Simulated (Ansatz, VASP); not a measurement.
**GaP in VASP and in Ansatz**

Contents of POSCAR:

```
GaP
1.0
    1.9430150000      1.1218000000      6.4308100000
   -1.9430150000      1.1218000000      6.4308100000
    0.0000000000     -2.2436010000      6.4308100000
Ga P
2 2
Direct
    0.4353720000      0.4353720000      0.4353720000
    0.5646280000      0.5646280000      0.5646280000
    0.0573890000      0.0573890000      0.0573890000
    0.9426110000      0.9426110000      0.9426110000
```

Contents of INCAR.step1:

```
ALGO = Normal
EDIFF = 1E-4
ENCUT = 520
GGA = PE
ISMEAR = 0
LASPH = True
LCHARG = False
LREAL = False
LWAVE = True
NBANDS = 26
NELM = 100
PREC = Accurate
SIGMA = 0.01
```

File INCAR.step2:

```
ALGO = Normal
EDIFF = 1E-7
ENCUT = 520
ISIF = 2
ISMEAR = 0
ISTART = 1
LASPH = True
LCHARG = False
LMIXTAU = True
LREAL = False
LWAVE = False
METAGGA = R2SCAN
NBANDS = 26
NELM = 100
PREC = Accurate
SIGMA = 0.01
```

KPOINTS

```
k-points
0
Gamma
  8 8 8
```

Input for Ansatz:

```yaml
crystal:
  lattice:
    - [1.943015, 1.1218, 6.43081]
    - [-1.943015, 1.1218, 6.43081]
    - [0.0, -2.243601, 6.43081]
  atoms:
    - { symbol: Ga, position: [0.435372, 0.435372, 0.435372] }
    - { symbol: Ga, position: [0.564628, 0.564628, 0.564628] }
    - { symbol: P, position: [0.057389, 0.057389, 0.057389] }
    - { symbol: P, position: [0.942611, 0.942611, 0.942611] }
basis:
  ecutwfc: 530.0
kpoints:
  mp_grid:
    grid: [8, 8, 8]
hamiltonian:
  xc: r2scan
scf:
  convergence:
    dr2_threshold: 1.0e-08
  occupations:
    method: fixed
output:
  eigenvalues: true
```

Alike in both runs: task single point; functional r2SCAN; k mesh 8 × 8 × 8; no spin polarisation.

|  | VASP | Ansatz |
| --- | --- | --- |
| version | VASP 6.6.1 | Ansatz 0.2.0 |
| potentials or method | VASP PAW PBE potentials, release 64 (Ga_d, P), cutoff 520 eV | plane waves, PAW |
| occupations | gaussian, width 0.01 eV | fixed |
| valence electrons in the cell | 36 | 36 |

VASP gave:

| Quantity | Value |
| --- | --- |
| gap on the k mesh at the Fermi level (eV) | 1.08 |

Question: Estimate Ansatz's values.

Answer: gap on the k mesh at the Fermi level (eV): 1.07.

VASP's potentials were made for PBE, not for r2SCAN.
